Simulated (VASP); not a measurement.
# Ni (Fm-3m) in VASP: notebook

Aim: see how the results for Ni move with the level of theory and the settings. Levels: PBE, revPBE, LDA, r2SCAN. Tasks: single point.

All numbers are computed with VASP 6.6.1; they aren't measurements. Logs are shortened: lines on timing, memory, paths and dates and some standing lists are left out, and cuts for length are marked.

### Step 1. The cell of the first run

It takes space group Fm-3m (No. 225, cubic). The conventional cell has a = 3.518 Å, b = 3.518 Å, c = 3.518 Å, α = 90.00°, β = 90.00°, γ = 90.00°. Within 3.3 Å of Ni (site symmetry m-3m) lie 12 Ni at 2.49 Å.

### Step 2. Single point, PBE, collinear spin, ferromagnetic start

INCAR reads:

```
  ALGO = Normal
  EDIFF = 1E-6
  ENCUT = 520
  GGA = PE
  ISIF = 2
  ISMEAR = 0
  ISPIN = 2
  LASPH = True
  LCHARG = False
  LMAXMIX = 4
  LORBIT = 11
  LREAL = False
  LWAVE = False
  MAGMOM = 0.81
  NBANDS = 15
  NELM = 150
  PREC = Accurate
  SIGMA = 0.1
```

KPOINTS reads:

```
k-points
0
Gamma
  20 20 20
```

POSCAR reads:

```
Ni
1.0
    0.0000000000      1.7592378692      1.7592378692
    1.7592378692      0.0000000000      1.7592378692
    1.7592378692      1.7592378692      0.0000000000
Ni
1
Direct
    0.0000000000      0.0000000000      0.0000000000
```

Potentials or basis: VASP PAW PBE potentials, release 64 (Ni).

Started as:

```sh
cat potpaw_PBE.64/Ni/POTCAR > POTCAR
mpirun -np 1 vasp_std > vasp.out
```

OUTCAR:

```text
EDIFF = 1E-6
   ENCUT = 520
   GGA = PE
   ISIF = 2
   ISMEAR = 0
   ISPIN = 2
   LASPH = True
   LORBIT = 11
   LREAL = False
   NELM = 150
   PREC = Accurate

 ion  position               nearest neighbor table
   1  0.000  0.000  0.000-

  LATTYP: Found a face centered cubic cell.
 ALAT       =     3.5184757384

  Lattice vectors:

 A1 = (   0.0000000000,   1.7592378692,   1.7592378692)
 A2 = (   1.7592378692,   0.0000000000,   1.7592378692)
 A3 = (   1.7592378692,   1.7592378692,   0.0000000000)

Analysis of symmetry for initial positions (statically):
=====================================================================
 Subroutine PRICEL returns:
 Original cell was already a primitive cell.

 Routine SETGRP: Setting up the symmetry group for a
 face centered cubic supercell.

 Subroutine GETGRP returns: Found 48 space group operations
 (whereof 48 operations were pure point group operations)
 out of a pool of 48 trial point group operations.

The static configuration has the point symmetry O_h .

Analysis of symmetry for dynamics (positions and initial velocities):
=====================================================================
 Subroutine PRICEL returns:
 Original cell was already a primitive cell.

 Routine SETGRP: Setting up the symmetry group for a
 face centered cubic supercell.

 Subroutine GETGRP returns: Found 48 space group operations
 (whereof 48 operations were pure point group operations)
 out of a pool of 48 trial point group operations.

The dynamic configuration has the point symmetry O_h .

Analysis of structural, dynamic, and magnetic symmetry:
=====================================================================
 Subroutine PRICEL returns:
 Original cell was already a primitive cell.

 Routine SETGRP: Setting up the symmetry group for a
 face centered cubic supercell.

 Subroutine GETGRP returns: Found 48 space group operations
 (whereof 48 operations were pure point group operations)
 out of a pool of 48 trial point group operations.

The overall configuration has the point symmetry O_h .

 Subroutine INISYM returns: Found 48 space group operations
 (whereof 48 operations are pure point group operations),
 and found     1 'primitive' translations

----------------------------------------------------------------------------------------

                                     Primitive cell

  volume of cell :      10.8894

  direct lattice vectors                    reciprocal lattice vectors
     0.000000000  1.759237869  1.759237869    -0.284213982  0.284213982  0.284213982
     1.759237869  0.000000000  1.759237869     0.284213982 -0.284213982  0.284213982
     1.759237869  1.759237869  0.000000000     0.284213982  0.284213982 -0.284213982

  length of vectors
     2.487938054  2.487938054  2.487938054     0.492273057  0.492273057  0.492273057

  position of ions in fractional coordinates (direct lattice)
     0.000000000  0.000000000  0.000000000

  ion indices of the primitive-cell ions
   primitive index   ion index
                 1           1

----------------------------------------------------------------------------------------

 KPOINTS: k-points

Automatic generation of k-mesh.
 Grid dimensions read from file:
 generate k-points for:   20   20   20

 Generating k-lattice:

  Cartesian coordinates                     Fractional coordinates (reciprocal lattice)
    -0.014210699  0.014210699  0.014210699     0.050000000  0.000000000  0.000000000
     0.014210699 -0.014210699  0.014210699     0.000000000  0.050000000  0.000000000
     0.014210699  0.014210699 -0.014210699     0.000000000  0.000000000  0.050000000

  Length of vectors
     0.024613653  0.024613653  0.024613653

  Shift w.r.t. Gamma in fractional coordinates (k-lattice)
     0.000000000  0.000000000  0.000000000

 Subroutine IBZKPT returns following result:
 ===========================================

 Found    256 irreducible k-points:

 Following reciprocal coordinates:
            Coordinates               Weight
  0.000000  0.000000  0.000000      1.000000
  0.050000  0.000000  0.000000      8.000000
  0.100000  0.000000  0.000000      8.000000
  0.150000  0.000000  0.000000      8.000000
  0.200000  0.000000  0.000000      8.000000
  0.250000  0.000000  0.000000      8.000000
[... 16 lines left out ...]
 -0.400000  0.050000  0.000000     24.000000
 -0.350000  0.050000  0.000000     24.000000
 [... further k-points ...]
   k-points           NKPTS =    256   k-points in BZ     NKDIM =    256   number of bands    NBANDS=     15
   number of dos      NEDOS =    301   number of ions     NIONS =      1
   total plane-waves  NPLWV =   8000
   dimension x,y,z NGX =    20 NGY =   20 NGZ =   20
   dimension x,y,z NGXF=    40 NGYF=   40 NGZF=   40
   ions per type =               1
   NGX,Y,Z   is equivalent  to a cutoff of  13.36, 13.36, 13.36 a.u.
   NGXF,Y,Z  is equivalent  to a cutoff of  26.73, 26.73, 26.73 a.u.
 SYSTEM =  unknown system
   PREC   = accura    normal or accurate (medium, high low for compatibility)
   ISTART =      0    job   : 0-new  1-cont  2-samecut
   ICHARG =      2    charge: 1-file 2-atom 10-const
   ISPIN  =      2    spin polarized calculation?
   LNONCOLLINEAR =      F non collinear calculations
   LSORBIT =      F    spin-orbit coupling
   LASPH  =      T    aspherical Exc in radial PAW
   ENCUT  =  520.0 eV  38.22 Ry    6.18 a.u.   4.63  4.63  4.63*2*pi/ulx,y,z
   NELM   =    150;   NELMIN=  2; NELMDL= -5     # of ELM steps
   EDIFF  = 0.1E-05   stopping-criterion for ELM
   LREAL  =      F    real-space projection
   EDIFFG = 0.1E-04   stopping-criterion for IOM
   NSW    =      0    number of steps for IOM
   IBRION =     -1    ionic relax: 0-MD 1-quasi-New 2-CG
   NFREE  =      0    steps in history (QN), initial steepest desc. (CG)
   ISIF   =      2    stress and relaxation
   ISYM   =      2    0-nonsym 1-usesym 2-fastsym
   POTIM  = 0.5000    time-step for ionic-motion
   TEBEG  =    0.0;   TEEND  =   0.0 temperature during run
   PSTRESS=    0.0 pullay stress
   NELECT =      10.0000    total number of electrons
   NUPDOWN=      -1.0000    fix difference up-down
   EMIN   =  10.00;   EMAX   =-10.00  energy-range for DOS
   EFERMI =   0.00;   METHOD = LEGACY
   ISMEAR =     0;   SIGMA  =   0.10  broadening in eV -4-tet -1-fermi 0-gaus
   EFERMI_NEDOS =   21; number of points for ismear=-14 and -15
   IALGO  =     38    algorithm
   IMIX   =      4    mixing-type and parameters
     AMIX     =   0.40;   BMIX     =  1.00
     AMIX_MAG =   1.60;   BMIX_MAG =  1.00
  volume/ion in A,a.u.               =      10.89        73.49
  Fermi-wavevector in a.u.,A,eV,Ry     =   1.591257  3.007039 34.451287  2.532098
  Thomas-Fermi vector in A             =   2.689825
   LORBIT       =     11    0 simple, 1 ext, 2 COOP (PROOUT), +10 PAW based schemes
   GGA     = PE    functional components
   LHFCALC =     F    Hartree Fock is set to
   AEXX    =    0.0000 exact exchange contribution
   IVDW    =     0    specifies the selected vdW correction
   LEPSILON=     F    determine dielectric tensor
   LRPA    =     F    only Hartree local field effects (RPA)
 spin polarized calculation
 Gauss-broadening in eV      SIGMA  =   0.10
  energy-cutoff  :      520.00
  volume of cell :       10.89
 maximum number of plane-waves:       305
   NGX =  9   NGY =  9   NGZ =  9

 number of electron      10.0000009 magnetization       0.6274515

 Free energy of the ion-electron system (eV)
  ---------------------------------------------------
  ext. energy  EPLUGINS =         0.00000000
  ---------------------------------------------------
  free energy    TOTEN  =        -5.47513420 eV

  energy without entropy =       -5.46635910  energy(sigma->0) =       -5.47074665

 E-fermi :   9.3651     XC(G=0): -13.2505

 val. band max:        9.3644611980   @ k =  -0.4500   0.5000   0.0500
 cond. band min:       9.3651767557   @ k =   0.4000   0.0000   0.0000
 fundamental gap:      0.0007155577
 Fermi energy:         9.3651419064

 spin component 1

 k-point     1 :       0.0000    0.0000    0.0000
  band No.  band energies     occupation
      1       0.3606      1.00000
      2       6.9286      1.00000
      3       6.9286      1.00000
      4       6.9286      1.00000
      5       8.1061      1.00000
      6       8.1061      1.00000
      7      33.0819      0.00000
      8      36.9351      0.00000
      9      36.9351      0.00000
     10      36.9351      0.00000
     11      39.8692      0.00000
     12      39.8692      0.00000
     13      39.8692      0.00000
     14      42.8381      0.00000
     15      49.1243      0.00000

 k-point     2 :       0.0500    0.0000    0.0000
  band No.  band energies     occupation
      1       0.4586      1.00000
      2       6.9033      1.00000
      3       6.9506      1.00000
      4       6.9507      1.00000
      5       8.0966      1.00000
      6       8.0966      1.00000
      7      32.7867      0.00000
      8      35.5696      0.00000
      9      36.6880      0.00000
     10      36.6880      0.00000
     11      40.2300      0.00000
     12      40.2300      0.00000
     13      40.7806      0.00000
     14      43.6096      0.00000
     15      48.0879      0.00000
[... 365 lines left out ...]
      3       7.0189      1.00000
      4       7.8031      1.00000
      5       8.5975      1.00000
      6       9.0979      0.99992
      7      16.6328      0.00000
      8      30.9694      0.00000
      9      33.1192      0.00000
     10      34.4408      0.00000
     11      37.2148      0.00000
     12      38.6161      0.00000
     13      43.5174      0.00000
     14      52.1850      0.00000
     15      53.1729      0.00000

 k-point    24 :      -0.3500    0.0500    0.0000
  band No.  band energies     occupation
      1       4.1864      1.00000
      2       7.0165      1.00000
      3       7.0713      1.00000
      4       7.1920      1.00000
      5       8.4353      1.00000
      6       8.7847      1.00000
      7      18.4980      0.00000
      8      31.0400      0.00000
      9      33.4042      0.00000
     10      35.2631      0.00000
     11      37.2444      0.00000
     12      39.0825      0.00000
     13      43.3022      0.00000
     14      49.9785      0.00000
     15      51.5623      0.00000

 [... further k-points ...]

 spin component 2

 k-point     1 :       0.0000    0.0000    0.0000
  band No.  band energies     occupation
      1       0.3239      1.00000
      2       7.6851      1.00000
      3       7.6851      1.00000
      4       7.6851      1.00000
      5       8.6913      1.00000
      6       8.6913      1.00000
      7      32.9166      0.00000
      8      36.9143      0.00000
      9      36.9143      0.00000
     10      36.9143      0.00000
     11      39.9692      0.00000
     12      39.9692      0.00000
     13      39.9692      0.00000
     14      42.7130      0.00000
     15      49.3215      0.00000

 k-point     2 :       0.0500    0.0000    0.0000
  band No.  band energies     occupation
      1       0.4219      1.00000
      2       7.6563      1.00000
      3       7.7081      1.00000
      4       7.7081      1.00000
      5       8.6812      1.00000
      6       8.6812      1.00000
      7      32.6540      0.00000
      8      35.5596      0.00000
      9      36.6872      0.00000
     10      36.6872      0.00000
     11      40.3065      0.00000
     12      40.3065      0.00000
     13      40.8049      0.00000
     14      43.5243      0.00000
     15      48.2577      0.00000
[... 365 lines left out ...]
      3       7.6409      1.00000
      4       8.0795      1.00000
      5       9.3454      0.60997
      6       9.7125      0.00000
      7      16.9458      0.00000
      8      30.9071      0.00000
      9      33.1404      0.00000
     10      34.5293      0.00000
     11      37.2544      0.00000
     12      38.6394      0.00000
     13      43.6126      0.00000
     14      52.2531      0.00000
     15      53.5219      0.00000

 k-point    24 :      -0.3500    0.0500    0.0000
  band No.  band energies     occupation
      1       4.4005      1.00000
      2       7.5530      1.00000
      3       7.6626      1.00000
      4       7.7038      1.00000
      5       9.1662      0.99755
      6       9.4791      0.05358
      7      18.7412      0.00000
      8      31.0058      0.00000
      9      33.4019      0.00000
     10      35.3660      0.00000
     11      37.2716      0.00000
     12      39.1006      0.00000
     13      43.3636      0.00000
     14      50.0500      0.00000
     15      51.7792      0.00000

 [... further k-points ...]
[... 5 lines left out ...]
  --------------------------------------------------------------------------------------
  -------------------------------------------------------------------------------------
  Total       -0.0004516     -0.0004516     -0.0004516     -0.0000000      0.0000000      0.0000000
  in kB       -0.0664446     -0.0664446     -0.0664446     -0.0000000      0.0000000      0.0000000
  external PRESSURE =      -0.0664446 kB  Pullay stress =       0.0000000 kB

 VOLUME and BASIS-vectors are now :
 -----------------------------------------------------------------------------
  energy-cutoff  :      520.00
  volume of cell :       10.89
      direct lattice vectors                 reciprocal lattice vectors
     0.000000000  1.759237869  1.759237869    -0.284213982  0.284213982  0.284213982
     1.759237869  0.000000000  1.759237869     0.284213982 -0.284213982  0.284213982
     1.759237869  1.759237869  0.000000000     0.284213982  0.284213982 -0.284213982

 POSITION                                       TOTAL-FORCE (eV/Angst)
 -----------------------------------------------------------------------------------
      0.00000      0.00000      0.00000        -0.000000      0.000000     -0.000000
 -----------------------------------------------------------------------------------
    total drift:                                0.000000      0.000000      0.000000

  FREE ENERGIE OF THE ION-ELECTRON SYSTEM (eV)
  ---------------------------------------------------
  free  energy   TOTEN  =        -5.4751342044 eV

  energy  without entropy=       -5.4663590979  energy(sigma->0) =       -5.47074665

 total charge

# of ion       s       p       d       tot
------------------------------------------
    1        0.497   0.497   8.314   9.308

 magnetization (x)

# of ion       s       p       d       tot
------------------------------------------
    1       -0.007  -0.025   0.672   0.640
```

Wall time 41 s (1 thread of Intel Xeon 6975P-C (Granite Rapids), shared host); peak memory 0.18 GiB.

What came out:

- Free energy: -5.4751 eV
- Pressure: 0.0 GPa
- Net moment: 0.63 μB per cell
- Site moments: Ni +0.64 μB
- Valence electrons inside the program's atomic spheres: Ni 9.31

### Step 3. Single point, revPBE, collinear spin, ferromagnetic start

INCAR reads:

```
PREC = Accurate
ENCUT = 520
EDIFF = 1E-6
ISMEAR = 1
SIGMA = 0.1
LREAL = F
LASPH = T
NELM = 150
ALGO = Normal
ISIF = 2
LWAVE = F
LCHARG = T
ISPIN = 2
MAGMOM = 0.81
LORBIT = 11
LMAXMIX = 4
GGA = RE
LELF = T
LVHAR = T
NBANDS = 15
```

KPOINTS reads:

```
regular mesh
0
Gamma
  20 20 20
```

POSCAR is that of step 2.

Potentials or basis: VASP PAW PBE potentials, release 64 (Ni).

Started as:

```sh
cat potpaw_PBE.64/Ni/POTCAR > POTCAR
mpirun -np 1 vasp_std > vasp.out
```

OUTCAR:

```text
PREC = Accurate
   ENCUT = 520
   EDIFF = 1E-6
   ISMEAR = 1
   LREAL = F
   LASPH = T
   NELM = 150
   ISIF = 2
   ISPIN = 2
   LORBIT = 11
   GGA = RE

 ion  position               nearest neighbor table
   1  0.000  0.000  0.000-

  LATTYP: Found a face centered cubic cell.
 ALAT       =     3.5184757384

  Lattice vectors:

 A1 = (   0.0000000000,   1.7592378692,   1.7592378692)
 A2 = (   1.7592378692,   0.0000000000,   1.7592378692)
 A3 = (   1.7592378692,   1.7592378692,   0.0000000000)

Analysis of symmetry for initial positions (statically):
=====================================================================
 Subroutine PRICEL returns:
 Original cell was already a primitive cell.

 Routine SETGRP: Setting up the symmetry group for a
 face centered cubic supercell.

 Subroutine GETGRP returns: Found 48 space group operations
 (whereof 48 operations were pure point group operations)
 out of a pool of 48 trial point group operations.

The static configuration has the point symmetry O_h .

Analysis of symmetry for dynamics (positions and initial velocities):
=====================================================================
 Subroutine PRICEL returns:
[... 622 lines left out ...]
      7      32.9677      0.00000
      8      37.0233      0.00000
      9      37.0233      0.00000
     10      37.0233      0.00000
     11      40.0668      0.00000
     12      40.0668      0.00000
     13      40.0668      0.00000
     14      42.7549      0.00000
[... 403 lines left out ...]
      4       7.8145      1.00000
      5       9.2789      1.00681
      6       9.5901     -0.03054
      7      18.8513      0.00000
      8      31.0814      0.00000
      9      33.5071      0.00000
     10      35.5077      0.00000
     11      37.3550      0.00000
     12      39.1941      0.00000
     13      43.4738      0.00000
     14      50.1788      0.00000
     15      51.9198      0.00000

 [... further k-points ...]
[... 5 lines left out ...]
  --------------------------------------------------------------------------------------
  -------------------------------------------------------------------------------------
  Total        0.2791850      0.2791850      0.2791850      0.0000000      0.0000000      0.0000000
  in kB       41.0770236     41.0770236     41.0770236      0.0000000      0.0000000      0.0000000
  external PRESSURE =      41.0770236 kB  Pullay stress =       0.0000000 kB

 VOLUME and BASIS-vectors are now :
 -----------------------------------------------------------------------------
  energy-cutoff  :      520.00
  volume of cell :       10.89
      direct lattice vectors                 reciprocal lattice vectors
     0.000000000  1.759237869  1.759237869    -0.284213982  0.284213982  0.284213982
     1.759237869  0.000000000  1.759237869     0.284213982 -0.284213982  0.284213982
     1.759237869  1.759237869  0.000000000     0.284213982  0.284213982 -0.284213982

 POSITION                                       TOTAL-FORCE (eV/Angst)
 -----------------------------------------------------------------------------------
      0.00000      0.00000      0.00000         0.000000     -0.000000     -0.000000
 -----------------------------------------------------------------------------------
    total drift:                                0.000000      0.000000      0.000000

  FREE ENERGIE OF THE ION-ELECTRON SYSTEM (eV)
  ---------------------------------------------------
  free  energy   TOTEN  =        -5.0595281717 eV

  energy  without entropy=       -5.0593746864  energy(sigma->0) =       -5.05947701

 total charge

# of ion       s       p       d       tot
------------------------------------------
    1        0.496   0.497   8.310   9.303

 magnetization (x)

# of ion       s       p       d       tot
------------------------------------------
    1       -0.007  -0.027   0.680   0.645
```

OSZICAR:

```text
N       E                     dE             d eps       ncg     rms          rms(c)
DAV:   1     0.335876337764E+02    0.33588E+02   -0.42013E+03 16329   0.855E+02
DAV:   2    -0.457630686627E+01   -0.38164E+02   -0.35385E+02 17481   0.163E+02
DAV:   3    -0.600304711875E+01   -0.14267E+01   -0.14123E+01 18643   0.307E+01
DAV:   4    -0.601174042273E+01   -0.86933E-02   -0.86919E-02 18989   0.229E+00
DAV:   5    -0.601184607699E+01   -0.10565E-03   -0.10565E-03 19023   0.228E-01    0.963E+00
DAV:   6    -0.536985219007E+01    0.64199E+00   -0.12553E+01 22255   0.387E+01    0.578E+00
DAV:   7    -0.507594307932E+01    0.29391E+00   -0.21470E+00 20574   0.145E+01    0.198E+00
DAV:   8    -0.506192606233E+01    0.14017E-01   -0.25393E-02 19557   0.113E+00    0.953E-01
DAV:   9    -0.505983461349E+01    0.20914E-02   -0.19485E-03 24827   0.288E-01    0.242E-01
DAV:  10    -0.505953208269E+01    0.30253E-03   -0.35750E-04 25443   0.999E-02    0.388E-02
DAV:  11    -0.505952793324E+01    0.41494E-05   -0.45007E-05 23276   0.502E-02    0.332E-02
DAV:  12    -0.505952817175E+01   -0.23851E-06   -0.12952E-06 17658   0.862E-03
   1 F= -.50595282E+01 E0= -.50594770E+01  d E =-.153485E-03  mag=     0.6320
```

It took 38 s on 1 thread of Intel Xeon 6975P-C (Granite Rapids), shared host; peak memory 0.18 GiB.

What came out:

* Free energy: -5.0595 eV
* Pressure: 4.1 GPa
* Net moment: 0.63 μB per cell
* Site moments: Ni +0.65 μB
* Valence electrons inside the program's atomic spheres: Ni 9.30

Caveat: the PAW data sets were made with another functional, which shifts forces and pressure a little.

[end of part 1 of 2]
